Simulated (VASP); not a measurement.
Set up this calculation in VASP 6.6.1, as the native input.

```yaml
Task: single point
Functional: r2SCAN
Potentials_or_basis: VASP PAW PBE potentials, release 64 (C)
Cutoff: 520 eV
k_mesh: 12 × 12 × 12
Occupations: gaussian, width 0.02 eV
Spin: no spin polarisation
Dipole_correction: no
Further_INCAR_settings: ALGO = Normal; EDIFF = 1e-06; NBANDS = 11
```

Crystal: C.

```
C
1.0
     0.00000    1.78014    1.78014
     1.78014    0.00000    1.78014
     1.78014    1.78014    0.00000
C
2
Direct
  0.50000 0.50000 0.50000
  0.75000 0.75000 0.75000
```

One way to write it, as run:

POSCAR

```
C
1.0
    0.0000000000      1.7801417198      1.7801417198
    1.7801417198      0.0000000000      1.7801417198
    1.7801417198      1.7801417198      0.0000000000
C
2
Direct
    0.5000000000      0.5000000000      0.5000000000
    0.7500000000      0.7500000000      0.7500000000
```

INCAR.step1

```
SYSTEM = C
ALGO = Normal
EDIFF = 1E-4
ENCUT = 520
GGA = PE
ISMEAR = 0
LASPH = .TRUE.
LCHARG = .FALSE.
LREAL = .FALSE.
LWAVE = .TRUE.
NBANDS = 11
NELM = 100
PREC = Accurate
SIGMA = 0.02
```

INCAR.step2

```
SYSTEM = C
ALGO = Normal
EDIFF = 1E-6
ENCUT = 520
ISIF = 2
ISMEAR = 0
ISTART = 1
LASPH = .TRUE.
LCHARG = .FALSE.
LMIXTAU = .TRUE.
LREAL = .FALSE.
LWAVE = .FALSE.
METAGGA = R2SCAN
NBANDS = 11
NELM = 100
PREC = Accurate
SIGMA = 0.02
```

KPOINTS

```
k-points
0
G
  12 12 12
  0 0 0
```

Potentials or basis: VASP PAW PBE potentials, release 64 (C).

Command:

```console
$ cat potpaw_PBE.64/C/POTCAR > POTCAR
$ cp INCAR.step1 INCAR
$ mpirun -np 1 vasp_std > vasp.out
$ cp INCAR.step2 INCAR
$ mpirun -np 1 vasp_std > vasp.out
```

It gave:

```yaml
Pressure: 1.1 GPa
Band_gap_on_the_k_mesh: 4.36 eV, indirect (least direct gap 5.85 eV)
```

Caveat: the PAW data sets were made with another functional, which shifts forces and pressure a little.

Wall time 42 s on 1 thread of AMD EPYC 7R43 64-Core Processor (Zen 3) (shared host), peak memory 0.08 GiB.
